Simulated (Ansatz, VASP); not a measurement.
## One calculation of FePt, two programs

```
Fe Pt
1.0
     2.72350    0.00000    0.00000
     0.00000    2.72350    0.00000
     0.00000    0.00000    3.72000
Fe Pt
1 1
Direct
  0.00000 0.00000 0.00000
  0.50000 0.50000 0.50000
```

Alike in both runs: task single point; functional PBE; k mesh 8 × 8 × 6; collinear spin.

|  | VASP | Ansatz |
| --- | --- | --- |
| version | VASP 6.6.1 | Ansatz 0.2.0 |
| potentials or method | VASP PAW PBE potentials, release 64 (Fe, Pt) | plane waves, PAW |
| plane-wave cutoff (eV) | 520 | 420 |
| occupations | methfessel-paxton of order 1, width 0.1 eV | cold, width 0.1 eV |
| valence electrons in the cell | 18 | 34 |

```tsv
	VASP	Ansatz	Ansatz less VASP
net moment per atom (μB)	1.66	1.66	-0.005
size of the moment on the site where the two differ most (μB)	0.35	0.40	+0.049
```

Site moments also hang on the region over which each program counts them. VASP's potentials hold 18 valence electrons a cell and Ansatz's 34, so a difference there can come from the potentials and not from the codes. Ansatz's warnings: stability check not made.

Spin-orbit coupling is off throughout.
